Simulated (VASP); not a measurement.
# BaZrO3 in VASP: notebook, part 2 of 2

VASP 6.6.1.

## Step 4: Single point, PBE

This run uses another cell than the first one, of 15.10 Å³/atom, 1.010 times its volume.

The input, INCAR:

```
PREC     = Accurate       # precision mode
ENCUT    = 520            # plane-wave cutoff, eV
EDIFF    = 1E-7           # SCF threshold, eV
ISMEAR   = 0              # smearing method
SIGMA    = 0.02           # smearing width, eV
LREAL    = False          # projectors in reciprocal space
LASPH    = True           # aspherical terms in the spheres
NELM     = 60             # most SCF steps
ALGO     = Normal         # electronic algorithm
ISIF     = 2              # what is computed and relaxed
LWAVE    = False          # write WAVECAR
LCHARG   = True           # write CHGCAR
GGA      = PE             # functional
LELF     = True           # ELF
LVHAR    = True         
NBANDS   = 28             # bands
```

The input, KPOINTS:

```
Automatic mesh
0
Gamma
  6 6 6
```

The input, POSCAR:

```
BaZrO3
1.0
    4.2268117978      0.0000000000      0.0000000000
    0.0000000000      4.2268117978      0.0000000000
    0.0000000000      0.0000000000      4.2268117978
Ba Zr O
1 1 3
Direct
    0.0000000000      0.0000000000      0.0000000000
    0.5000000000      0.5000000000      0.5000000000
    0.5000000000      0.0000000000      0.5000000000
    0.5000000000      0.5000000000      0.0000000000
    0.0000000000      0.5000000000      0.5000000000
```

Potentials or basis: VASP PAW PBE potentials, release 64 (Ba_sv, Zr_sv, O).

Started as:

```
$ cat potpaw_PBE.64/Ba_sv/POTCAR potpaw_PBE.64/Zr_sv/POTCAR potpaw_PBE.64/O/POTCAR > POTCAR
$ mpirun -np 1 vasp_std > vasp.out
```

OUTCAR:

```text
PREC = Accurate
   ENCUT = 520
   EDIFF = 1E-7
   ISMEAR = 0
   LREAL = False
   LASPH = True
   NELM = 60
   ISIF = 2
   GGA = PE

 ion  position               nearest neighbor table
   1  0.000  0.000  0.000-   3 2.99   4 2.99   5 2.99   3 2.99   5 2.99   4 2.99   5 2.99   5 2.99
                             3 2.99   4 2.99   3 2.99   4 2.99   2 3.66   2 3.66   2 3.66   2 3.66
   2  0.500  0.500  0.500-   3 2.11   4 2.11   5 2.11   4 2.11   3 2.11   5 2.11   1 3.66   1 3.66
                             1 3.66   1 3.66   1 3.66   1 3.66   1 3.66   1 3.66
   3  0.500  0.000  0.500-   2 2.11   2 2.11   1 2.99   1 2.99   1 2.99   1 2.99
   4  0.500  0.500  0.000-   2 2.11   2 2.11   1 2.99   1 2.99   1 2.99   1 2.99
   5  0.000  0.500  0.500-   2 2.11   2 2.11   1 2.99   1 2.99   1 2.99   1 2.99

  LATTYP: Found a simple cubic cell.
 ALAT       =     4.2268117978

  Lattice vectors:

 A1 = (   4.2268117978,   0.0000000000,   0.0000000000)
 A2 = (   0.0000000000,   4.2268117978,   0.0000000000)
 A3 = (   0.0000000000,   0.0000000000,   4.2268117978)

Analysis of symmetry for initial positions (statically):
=====================================================================
 Subroutine PRICEL returns:
 Original cell was already a primitive cell.

 Routine SETGRP: Setting up the symmetry group for a
 simple cubic supercell.

 Subroutine GETGRP returns: Found 48 space group operations
 (whereof 48 operations were pure point group operations)
 out of a pool of 48 trial point group operations.

The static configuration has the point symmetry O_h .

Analysis of symmetry for dynamics (positions and initial velocities):
=====================================================================
 Subroutine PRICEL returns:
 Original cell was already a primitive cell.

 Routine SETGRP: Setting up the symmetry group for a
 simple cubic supercell.

 Subroutine GETGRP returns: Found 48 space group operations
 (whereof 48 operations were pure point group operations)
 out of a pool of 48 trial point group operations.

The dynamic configuration has the point symmetry O_h .

[... 121 lines left out ...]
  Fermi-wavevector in a.u.,A,eV,Ry     =   1.324591  2.503115 23.871997  1.754542
  Thomas-Fermi vector in A             =   2.454115
   LORBIT       =      0    0 simple, 1 ext, 2 COOP (PROOUT), +10 PAW based schemes
   GGA     = PE    functional components
   LHFCALC =     F    Hartree Fock is set to
   AEXX    =    0.0000 exact exchange contribution
   IVDW    =     0    specifies the selected vdW correction
   LEPSILON=     F    determine dielectric tensor
   LRPA    =     F    only Hartree local field effects (RPA)
 non-spin polarized calculation
 Gauss-broadening in eV      SIGMA  =   0.02
  energy-cutoff  :      520.00
  volume of cell :       75.52
 maximum number of plane-waves:      2054
 NGX is ok and might be reduce to    32
   NGX = 15   NGY = 15   NGZ = 15

 number of electron      39.9999986 magnetization

 Free energy of the ion-electron system (eV)
  ---------------------------------------------------
  ext. energy  EPLUGINS =         0.00000000
  ---------------------------------------------------
  free energy    TOTEN  =       -41.72333339 eV

  energy without entropy =      -41.72333339  energy(sigma->0) =      -41.72333339

 E-fermi :   3.8057     XC(G=0): -10.6440

 val. band max:        3.6104639370   @ k =   0.5000   0.5000   0.5000
 cond. band min:       6.7437044060   @ k =   0.0000   0.0000   0.0000
 fundamental gap:      3.1332404690
 Fermi energy:         3.8057192983

 k-point     1 :       0.0000    0.0000    0.0000
  band No.  band energies     occupation
      1     -43.5665      2.00000
      2     -21.7836      2.00000
      3     -21.6940      2.00000
      4     -21.6940      2.00000
      5     -21.6940      2.00000
      6     -12.7169      2.00000
[... 609 lines left out ...]
     27      12.5890      0.00000
     28      12.5890      0.00000

------------------------ aborting loop because EDIFF is reached ----------------------------------------

  FORCE on cell =-STRESS in cart. coord.  units (eV):
  Direction    XX          YY          ZZ          XY          YZ          ZX
  --------------------------------------------------------------------------------------
  -------------------------------------------------------------------------------------
  Total        0.4644253      0.4644253      0.4644253     -0.0000000      0.0000000     -0.0000000
  in kB        9.8534367      9.8534367      9.8534367     -0.0000000      0.0000000     -0.0000000
  external PRESSURE =       9.8534367 kB  Pullay stress =       0.0000000 kB

 VOLUME and BASIS-vectors are now :
 -----------------------------------------------------------------------------
  energy-cutoff  :      520.00
  volume of cell :       75.52
      direct lattice vectors                 reciprocal lattice vectors
     4.226811798  0.000000000  0.000000000     0.236584936  0.000000000  0.000000000
     0.000000000  4.226811798  0.000000000     0.000000000  0.236584936  0.000000000
     0.000000000  0.000000000  4.226811798     0.000000000  0.000000000  0.236584936

 POSITION                                       TOTAL-FORCE (eV/Angst)
 -----------------------------------------------------------------------------------
      0.00000      0.00000      0.00000         0.000000      0.000000      0.000000
      2.11341      2.11341      2.11341         0.000000      0.000000      0.000000
      2.11341      0.00000      2.11341         0.000000      0.000000      0.000000
      2.11341      2.11341      0.00000         0.000000      0.000000      0.000000
      0.00000      2.11341      2.11341         0.000000      0.000000      0.000000
 -----------------------------------------------------------------------------------
    total drift:                                0.000000     -0.000000     -0.000000

  FREE ENERGIE OF THE ION-ELECTRON SYSTEM (eV)
  ---------------------------------------------------
  free  energy   TOTEN  =       -41.7233333868 eV

  energy  without entropy=      -41.7233333868  energy(sigma->0) =      -41.72333339
```

It took 15 s on 1 thread of Intel Xeon 6975P-C (Granite Rapids), shared host; peak memory 0.2 GiB.

Results:

```
Free energy            : -41.7233 eV
Pressure               : 1.0 GPa
Band gap on the k mesh : 3.13 eV, indirect (least direct gap 3.38 eV)
```

Caveat: spin-orbit coupling is left out, which moves the levels of the heavy elements. Expect the measured gap to be larger: semilocal functionals such as PBE lack the derivative discontinuity.

## Step 5: Single point, PBE

This run uses another cell than the first one, of 15.11 Å³/atom, 1.011 times its volume.

The input, INCAR:

```
SYSTEM = BaZrO3
ALGO = Normal
EDIFF = 1E-6
ENCUT = 520
GGA = PE
ISIF = 2
ISMEAR = 0
LASPH = .TRUE.
LCHARG = .FALSE.
LREAL = .FALSE.
LWAVE = .FALSE.
NBANDS = 28
NELM = 60
PREC = Accurate
SIGMA = 0.1
```

The input, KPOINTS:

```
k-points
0
G
  4 4 4
  0 0 0
```

The input, POSCAR:

```
BaZrO3
1.0
    4.2273188712      0.0001516740      0.0000649042
    0.0001528078      4.2273762911     -0.0001079162
    0.0000638315     -0.0001068417      4.2274483979
Ba Zr O
1 1 3
Direct
    0.0000824507     -0.0000537387     -0.0000768303
    0.5000310410      0.4999612059      0.4999658961
    0.4999761914      0.0000174851      0.5000880941
    0.4999174930      0.5001062451      1.0000082817
    0.9999928240      0.4999688024      0.5000145585
```

Started as:

```
$ cat potpaw_PBE.64/Ba_sv/POTCAR potpaw_PBE.64/Zr_sv/POTCAR potpaw_PBE.64/O/POTCAR > POTCAR
$ mpirun -np 1 vasp_std > vasp.out
```

Run time: 22 s. Hardware: 1 thread of Intel Xeon 6975P-C (Granite Rapids), shared host; peak memory 0.22 GiB.

It converged, with:

- Free energy: -41.7137 eV
- Pressure: 0.9 GPa
- Band gap on the k mesh: 3.13 eV, indirect (least direct gap 3.38 eV)

Levels at points of the mesh, in eV from the valence-band top:
| k point | band 17 | band 18 | band 19 | band 20 | band 21 | band 22 | band 23 | band 24 |
| --- | --- | --- | --- | --- | --- | --- | --- | --- |
| (0.00, 0.00, 0.00) | -0.95 | -0.25 | -0.25 | -0.25 | 3.13 | 3.13 | 3.13 | 4.62 |
| (0.50, 0.00, 0.00) | -1.70 | -1.61 | -0.49 | -0.49 | 3.55 | 5.54 | 5.54 | 6.34 |
| (0.00, 0.50, 0.00) | -1.70 | -1.61 | -0.49 | -0.49 | 3.55 | 5.54 | 5.54 | 6.33 |
| (0.50, 0.50, 0.00) | -0.93 | -0.93 | -0.85 | -0.07 | 5.51 | 5.51 | 6.30 | 6.34 |
| (0.00, 0.00, 0.50) | -1.70 | -1.61 | -0.49 | -0.49 | 3.55 | 5.54 | 5.54 | 6.33 |
| (0.50, 0.00, 0.50) | -0.93 | -0.93 | -0.85 | -0.07 | 5.51 | 5.51 | 6.30 | 6.34 |
| (0.00, 0.50, 0.50) | -0.93 | -0.93 | -0.85 | -0.07 | 5.51 | 5.51 | 6.30 | 6.34 |
| (0.50, 0.50, 0.50) | -2.52 | 0.00 | 0.00 | 0.00 | 5.88 | 5.88 | 5.88 | 6.77 |

Caveat: spin-orbit coupling is left out, which moves the levels of the heavy elements. A k mesh can miss the band edges.

## Step 6: Relaxation of cell and atoms, PBE

The input, INCAR:

```
SYSTEM = BaZrO3
PREC = Accurate
ENCUT = 600
EDIFF = 1E-7
ISMEAR = 0
SIGMA = 0.02
LREAL = .FALSE.
LASPH = .TRUE.
NELM = 80
ALGO = Normal
ISIF = 3
LWAVE = .FALSE.
LCHARG = .FALSE.
GGA = PE
IBRION = 2
NSW = 100
EDIFFG = -0.01
```

The input, KPOINTS:

```
regular mesh
0
G
  6 6 6
  0 0 0
```

The input, POSCAR:

```
BaZrO3
1.0
    4.2123871500      0.0000000000      0.0000000000
    0.0000000000      4.2123871500      0.0000000000
    0.0000000000      0.0000000000      4.2123871500
Ba Zr O
1 1 3
Direct
    0.0000000000      0.0000000000      0.0000000000
    0.5000000000      0.5000000000      0.5000000000
    0.5000000000      0.0000000000      0.5000000000
    0.5000000000      0.5000000000      0.0000000000
    0.0000000000      0.5000000000      0.5000000000
```

Potentials or basis: VASP PAW PBE potentials, release 64 (Ba_sv, Zr_sv, O).

Started as:

```
$ cat potpaw_PBE.64/Ba_sv/POTCAR potpaw_PBE.64/Zr_sv/POTCAR potpaw_PBE.64/O/POTCAR > POTCAR
$ mpirun -np 1 vasp_std > vasp.out
```

OUTCAR:

```text
SYSTEM = BaZrO3
   PREC = Accurate
   ENCUT = 600
   EDIFF = 1E-7
   ISMEAR = 0
   LREAL = .FALSE.
   LASPH = .TRUE.
   NELM = 80
   ISIF = 3
   GGA = PE
   IBRION = 2
   NSW = 100
   EDIFFG = -0.01

 ion  position               nearest neighbor table
   1  0.000  0.000  0.000-   3 2.98   4 2.98   5 2.98   3 2.98   5 2.98   4 2.98   5 2.98   5 2.98
                             3 2.98   4 2.98   3 2.98   4 2.98   2 3.65   2 3.65   2 3.65   2 3.65
   2  0.500  0.500  0.500-   3 2.11   4 2.11   5 2.11   4 2.11   3 2.11   5 2.11   1 3.65   1 3.65
                             1 3.65   1 3.65   1 3.65   1 3.65   1 3.65   1 3.65
   3  0.500  0.000  0.500-   2 2.11   2 2.11   1 2.98   1 2.98   1 2.98   1 2.98
   4  0.500  0.500  0.000-   2 2.11   2 2.11   1 2.98   1 2.98   1 2.98   1 2.98
   5  0.000  0.500  0.500-   2 2.11   2 2.11   1 2.98   1 2.98   1 2.98   1 2.98

  LATTYP: Found a simple cubic cell.
 ALAT       =     4.2123871500

  Lattice vectors:

 A1 = (   4.2123871500,   0.0000000000,   0.0000000000)
 A2 = (   0.0000000000,   4.2123871500,   0.0000000000)
 A3 = (   0.0000000000,   0.0000000000,   4.2123871500)

Analysis of symmetry for initial positions (statically):
=====================================================================
 Subroutine PRICEL returns:
 Original cell was already a primitive cell.

 Routine SETGRP: Setting up the symmetry group for a
 simple cubic supercell.

 Subroutine GETGRP returns: Found 48 space group operations
 (whereof 48 operations were pure point group operations)
 out of a pool of 48 trial point group operations.

The static configuration has the point symmetry O_h .

Analysis of symmetry for dynamics (positions and initial velocities):
=====================================================================
 Subroutine PRICEL returns:
 Original cell was already a primitive cell.

 Routine SETGRP: Setting up the symmetry group for a
 simple cubic supercell.

 Subroutine GETGRP returns: Found 48 space group operations
 (whereof 48 operations were pure point group operations)
 out of a pool of 48 trial point group operations.

The dynamic configuration has the point symmetry O_h .

 Subroutine INISYM returns: Found 48 space group operations
[... 111 lines left out ...]
   EMIN   =  10.00;   EMAX   =-10.00  energy-range for DOS
   EFERMI =   0.00;   METHOD = LEGACY
   ISMEAR =     0;   SIGMA  =   0.02  broadening in eV -4-tet -1-fermi 0-gaus
   EFERMI_NEDOS =   21; number of points for ismear=-14 and -15
   IALGO  =     38    algorithm
   IMIX   =      4    mixing-type and parameters
     AMIX     =   0.40;   BMIX     =  1.00
     AMIX_MAG =   1.60;   BMIX_MAG =  1.00
  volume/ion in A,a.u.               =      14.95       100.88
  Fermi-wavevector in a.u.,A,eV,Ry     =   1.329127  2.511686 24.035768  1.766579
  Thomas-Fermi vector in A             =   2.458313
   LORBIT       =      0    0 simple, 1 ext, 2 COOP (PROOUT), +10 PAW based schemes
   GGA     = PE    functional components
   LHFCALC =     F    Hartree Fock is set to
   AEXX    =    0.0000 exact exchange contribution
   IVDW    =     0    specifies the selected vdW correction
   LEPSILON=     F    determine dielectric tensor
   LRPA    =     F    only Hartree local field effects (RPA)
 conjugate gradient relaxation of ions
 non-spin polarized calculation
 Gauss-broadening in eV      SIGMA  =   0.02
  energy-cutoff  :      600.00
  volume of cell :       74.75
 maximum number of plane-waves:      2517
 NGX is ok and might be reduce to    36
   NGX = 17   NGY = 17   NGZ = 17

--------------------------------------- Ionic step        1  -------------------------------------------

 number of electron      40.0000018 magnetization

 Free energy of the ion-electron system (eV)
  ---------------------------------------------------
  ext. energy  EPLUGINS =         0.00000000
  ---------------------------------------------------
  free energy    TOTEN  =       -41.72150915 eV

  energy without entropy =      -41.72150915  energy(sigma->0) =      -41.72150915

------------------------ aborting loop because EDIFF is reached ----------------------------------------

  FORCE on cell =-STRESS in cart. coord.  units (eV):
  Direction    XX          YY          ZZ          XY          YZ          ZX
  --------------------------------------------------------------------------------------
  -------------------------------------------------------------------------------------
  Total        1.1420102      1.1420102      1.1420102     -0.0000000     -0.0000000      0.0000000
  in kB       24.4791164     24.4791164     24.4791164     -0.0000000     -0.0000000      0.0000000
  external PRESSURE =      24.4791164 kB  Pullay stress =       0.0000000 kB
[... 65 lines left out ...]
--------------------------------------- Ionic step        3  -------------------------------------------

 number of electron      40.0000023 magnetization

 Free energy of the ion-electron system (eV)
  ---------------------------------------------------
  ext. energy  EPLUGINS =         0.00000000
  ---------------------------------------------------
  free energy    TOTEN  =       -41.73047591 eV

  energy without entropy =      -41.73047591  energy(sigma->0) =      -41.73047591

 E-fermi :   3.8029     XC(G=0): -10.6157

 val. band max:        3.5700211034   @ k =   0.5000   0.5000   0.5000
 cond. band min:       6.6915495432   @ k =   0.0000   0.0000   0.0000
 fundamental gap:      3.1215284398
 Fermi energy:         3.8029009034

 k-point     1 :       0.0000    0.0000    0.0000
  band No.  band energies     occupation
      1     -43.6416      2.00000
      2     -21.8405      2.00000
      3     -21.7622      2.00000
      4     -21.7622      2.00000
      5     -21.7622      2.00000
      6     -12.7470      2.00000
[... 561 lines left out ...]
  FREE ENERGIE OF THE ION-ELECTRON SYSTEM (eV)
  ---------------------------------------------------
  free  energy   TOTEN  =       -41.7304759061 eV

  energy  without entropy=      -41.7304759061  energy(sigma->0) =      -41.73047591

 reached required accuracy - stopping structural energy minimisation
```

OSZICAR:

```text
N       E                     dE             d eps       ncg     rms          rms(c)
DAV:   1     0.354483488590E+03    0.35448E+03   -0.24149E+04   960   0.182E+03
DAV:   2    -0.274777722423E+02   -0.38196E+03   -0.37570E+03  1248   0.411E+02
DAV:   3    -0.487887378072E+02   -0.21311E+02   -0.21291E+02  1584   0.976E+01
[... 33 lines left out ...]
DAV:   7    -0.417304726648E+02   -0.21931E-04   -0.62230E-05  1344   0.442E-02    0.987E-03
DAV:   8    -0.417304759308E+02   -0.32659E-05   -0.15984E-05  1080   0.257E-02    0.310E-03
DAV:   9    -0.417304761008E+02   -0.17005E-06   -0.90464E-07  1360   0.612E-03    0.149E-03
DAV:  10    -0.417304758285E+02    0.27235E-06   -0.23848E-07  1032   0.299E-03    0.458E-04
DAV:  11    -0.417304759061E+02   -0.77660E-07   -0.35026E-08   592   0.138E-03
   3 F= -.41730476E+02 E0= -.41730476E+02  d E =-.896675E-02
```

CONTCAR:

```text
BaZrO3
   1.00000000000000
     4.2347304950562537    0.0000000000000000    0.0000000000000000
    -0.0000000000000000    4.2347304950562537    0.0000000000000000
    -0.0000000000000000   -0.0000000000000000    4.2347304950562537
  Ba              Zr              O
     1     1     3
Direct
     0.0000000000000000    0.0000000000000000    0.0000000000000000
     0.5000000000000000    0.5000000000000000    0.5000000000000000
     0.5000000000000000    0.0000000000000000    0.5000000000000000
     0.5000000000000000    0.5000000000000000    0.0000000000000000
     0.0000000000000000    0.5000000000000000    0.5000000000000000

  0.00000000E+00  0.00000000E+00  0.00000000E+00
  0.00000000E+00  0.00000000E+00  0.00000000E+00
  0.00000000E+00  0.00000000E+00  0.00000000E+00
  0.00000000E+00  0.00000000E+00  0.00000000E+00
  0.00000000E+00  0.00000000E+00  0.00000000E+00
```

Wall time 46 s (1 thread of Intel Xeon 6975P-C (Granite Rapids), shared host); peak memory 0.24 GiB.

What came out:

- Free energy: -41.7305 eV
- Relaxed volume: 15.19 Å³/atom
- Relaxed cell: a = 4.235 Å, b = 4.235 Å, c = 4.235 Å, α = 90.00°, β = 90.00°, γ = 90.00°
- Space group after relaxing (to 0.05 Å): Pm-3m (No. 221)
- Energy gained by relaxing: 1.8 meV/atom
- Ionic steps: 3
- Pressure after relaxing: 0.0 GPa
- Band gap on the k mesh: 3.12 eV, indirect (least direct gap 3.38 eV)

Step by step:
| step | energy change (eV) | largest force (eV/Å) | pressure (GPa) | volume (Å³) |
| --- | --- | --- | --- | --- |
| 1 | 0.0000 | 0.0000 | 2.45 | 74.75 |
| 2 | 0.0012 | 0.0000 | -2.45 | 77.24 |
| 3 | -0.0090 | 0.0000 | 0.00 | 75.94 |

Final structure:
```yaml
crystal:
  lattice:
    - [4.23473, 0.00000, 0.00000]
    - [0.00000, 4.23473, 0.00000]
    - [0.00000, 0.00000, 4.23473]
  atoms:
    - { symbol: Ba, position: [0.00000, 0.00000, 0.00000] }
    - { symbol: Zr, position: [0.50000, 0.50000, 0.50000] }
    - { symbol: O, position: [0.50000, 0.00000, 0.50000] }
    - { symbol: O, position: [0.50000, 0.50000, 0.00000] }
    - { symbol: O, position: [0.00000, 0.50000, 0.50000] }
```

Levels at points of the mesh, in eV from the valence-band top:
```csv
k point,band 17,band 18,band 19,band 20,band 21,band 22,band 23,band 24
"(0.00, 0.00, 0.00)",-0.94,-0.26,-0.26,-0.26,3.12,3.12,3.12,4.61
"(0.50, 0.00, 0.00)",-1.69,-1.60,-0.49,-0.49,3.54,5.51,5.51,6.32
"(0.50, 0.50, 0.00)",-0.93,-0.93,-0.86,-0.07,5.48,5.48,6.28,6.31
"(0.50, 0.50, 0.50)",-2.52,0.00,0.00,0.00,5.86,5.86,5.86,6.73
```

Caveat: spin-orbit coupling is left out, which moves the levels of the heavy elements. A k mesh can miss the band edges.

## Step 7: The runs side by side

```tsv
task	cell	k mesh	cutoff (eV)	smearing	gap on the mesh (eV)	pressure (GPa)
single point	a = 4.212 Å, 5 atoms	4 × 4 × 4	520	gaussian 0.1 eV	3.15	2.6
single point	a = 4.227 Å, 5 atoms	4 × 4 × 4	520	gaussian 0.1 eV	3.13	0.9
single point	a = 4.227 Å, 5 atoms	6 × 6 × 6	520	gaussian 0.02 eV	3.13	1.0
relaxation of cell and atoms	relaxed from a = 4.212 Å, 5 atoms	6 × 6 × 6	600	gaussian 0.02 eV	3.12	0.0
```

Alike in all rows: level PBE; potentials or basis VASP PAW PBE potentials, release 64 (Ba_sv, Zr_sv, O); no spin polarisation.

Caveats: spin-orbit coupling is left out, which moves the levels of the heavy elements.

Absolute energies hang on the potentials; compare differences alone.
